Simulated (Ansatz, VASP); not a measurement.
ScFeC6N6: VASP beside Ansatz

```xyz
14
Lattice="0.0000 5.5651 5.5651 5.5651 0.0000 5.5651 5.5651 5.5651 0.0000" Properties=species:S:1:pos:R:3 pbc="T T T"
Sc    0.0000    0.0000    0.0000
Fe    5.5651    5.5651    5.5651
C     2.3255    5.5651    5.5651
C     5.5651    2.3255    5.5651
C     5.5651    5.5651    2.3255
C     8.8046    5.5651    5.5651
C     5.5651    8.8046    5.5651
C     5.5651    5.5651    8.8046
N     3.4930    5.5651    5.5651
N     5.5651    3.4930    5.5651
N     5.5651    5.5651    3.4930
N     7.6371    5.5651    5.5651
N     5.5651    7.6371    5.5651
N     5.5651    5.5651    7.6371
```

Alike in both runs: functional PBE; k mesh 4 × 4 × 4; occupations gaussian, width 0.1 eV; collinear spin.

Ansatz relaxed the structure, and its values are those at the end. VASP's run is a single point on that final structure, the one shown.

|  | VASP | Ansatz |
| --- | --- | --- |
| version | VASP 6.6.1 | Ansatz 0.2.0 |
| potentials or method | VASP PAW PBE potentials, release 64 (Sc_sv, Fe, C, N), cutoff 520 eV | scalar-relativistic, plane waves, PAW |
| valence electrons in the cell | 73 | 81 |

|  | VASP | Ansatz | Ansatz less VASP |
| --- | --- | --- | --- |
| pressure (GPa) | -3.2 | 0.1 | +3.34 |
| rms of the force components (eV/Å) | 0.728 | 0.011 | -0.7175 |
| net moment per atom (μB) | 0.07 | 0.36 | +0.286 |
| size of the moment on the site where the two differ most (μB) | 0.98 | 3.91 | +2.924 |

The net moments are unlike, so the other rows may belong to different states. Site moments also hang on the region over which each program counts them. VASP's potentials hold 73 valence electrons a cell and Ansatz's 81, so a difference there can come from the potentials and not from the codes.

Noted on VASP's run: the standard files for N, O and F lose accuracy on very short bonds.
